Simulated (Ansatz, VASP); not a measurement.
## NaTaO in VASP and in Ansatz

```
CELL_PARAMETERS angstrom
4.44179 0.00000 0.00000
0.00000 4.44179 0.00000
0.00000 0.00000 3.86191
ATOMIC_POSITIONS crystal
Na 0.00000 0.00000 0.00000
Ta 0.50000 0.50000 0.00000
O 0.50000 0.50000 0.50000
```

Alike in both runs: functional PBE; k mesh 5 × 5 × 6; occupations gaussian, width 0.2 eV; no spin polarisation.

Ansatz relaxed the structure, and its values are those at the end. VASP's run is a single point on that final structure, the one shown.

|  | VASP | Ansatz |
| --- | --- | --- |
| version | VASP 6.6.1 | Ansatz 0.2.0 |
| potentials or method | VASP PAW PBE potentials, release 64 (Na_pv, Ta_pv, O), cutoff 600 eV | scalar-relativistic, plane waves, PAW |
| valence electrons in the cell | 24 | 28 |

Ansatz gave:

* gap on the k mesh at the Fermi level (eV): none
* pressure (GPa): -0.2

Task: Which values does VASP return?

Result: gap on the k mesh at the Fermi level (eV): none; pressure (GPa): -0.1.

A gap of «none» marks a metal or a gap that the smearing closes. VASP's potentials hold 24 valence electrons a cell and Ansatz's 28, so a difference there can come from the potentials and not from the codes.

Neither program's run includes spin-orbit coupling.
